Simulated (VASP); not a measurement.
Here is a VASP 6.6.1 calculation.

File INCAR:

```
SYSTEM = Zn
PREC = Accurate
ENCUT = 520
EDIFF = 1E-6
ISMEAR = 0
SIGMA = 0.15
LREAL = .False.
LASPH = .True.
NELM = 80
ALGO = Fast
ISIF = 2
LWAVE = .False.
LCHARG = .False.
GGA = PE
NBANDS = 19
```

File KPOINTS:

```
regular mesh
0
Gamma
  24 24 10
  0 0 0
```

Contents of POSCAR:

```
Zn
1.0
    2.6248260824      0.0000000000      0.0000000000
   -1.3124130412      2.2731660679      0.0000000000
    0.0000000000      0.0000000000      5.0951010000
Zn
2
Direct
    0.3333333333      0.6666666667      0.2500000000
    0.6666666667      0.3333333333      0.7500000000
```

Potentials or basis: VASP PAW PBE potentials, release 64 (Zn).

Run with:

```bash
$ cat potpaw_PBE.64/Zn/POTCAR > POTCAR
$ mpirun -np 1 vasp_std > vasp.out
```

(1) Predict the pressure.

(2) Predict the band gap on the k mesh.

## Answers

(1) 1.6 GPa.

(2) zero (bands 12 and 13 overlap by 5.08 eV).

Caveat: the cell differs from its parent crystal (strain -0.015 along x and y, +0.030 along z).
